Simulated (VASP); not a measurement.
Mg: electric field gradients with LDA

Crystal: Mg.

```
Mg
1.0
     0.00000    2.17693    2.24426
     2.17693    0.00000    2.24426
     2.17693    2.17693    0.00000
Mg
1
Direct
  0.00000 0.00000 0.00000
```

This cell differs from its parent crystal: equal xx and yy strain of -3 %.

```json
{
 "Program": "VASP 6.6.1",
 "Task": "electric field gradients",
 "Functional": "LDA",
 "Potentials or basis": "VASP PAW LDA potentials, release 64 (Mg)",
 "Cutoff": "520 eV",
 "k mesh": "16 × 16 × 16",
 "Occupations": "fermi-dirac, width 0.03 eV",
 "Spin": "no spin polarisation",
 "Dipole correction": "no",
 "Further INCAR settings": "ALGO = Normal; EDIFF = 1e-08; NBANDS = 7"
}
```

```yaml
Pressure: 0.6 GPa
Band_gap_on_the_k_mesh: zero (bands 1 and 2 overlap by 2.87 eV)
Largest_electric_field_gradient_by_atom: Mg -1.1 V/Å²
```

Stress tensor (GPa, compression positive):
```
0.64 0.00 0.00
0.00 0.64 0.00
0.00 0.00 0.56
```

Levels at points of the mesh, in eV from the Fermi level:
```csv
k point,band 1,band 2,band 3,band 4,band 5,band 6
"(0.00, 0.00, 0.00)",-7.24,12.62,12.86,12.86,14.98,14.98
"(0.50, 0.00, 0.00)",-1.80,-1.32,11.34,11.95,12.27,13.02
"(0.50, 0.50, 0.00)",-0.50,0.52,6.48,7.60,7.60,10.66
"(0.50, 0.00, 0.50)",-0.10,0.99,6.16,7.07,7.19,10.24
```

Electric field gradients, principal values (V/Å²):
```tsv
atom	least	middle	greatest (by size)
1 Mg	0.560	0.560	-1.119
```

Run time: 11 s on 1 thread of Intel(R) Xeon(R) 6975P-C (Granite Rapids), with other jobs on the host, peak memory 0.16 GiB.

Caveat: the cell differs from its parent crystal (equal xx and yy strain of -3 %); without QUAD_EFG the Cq values of the log hold for a quadrupole moment of 1 mb, not for the nuclei.
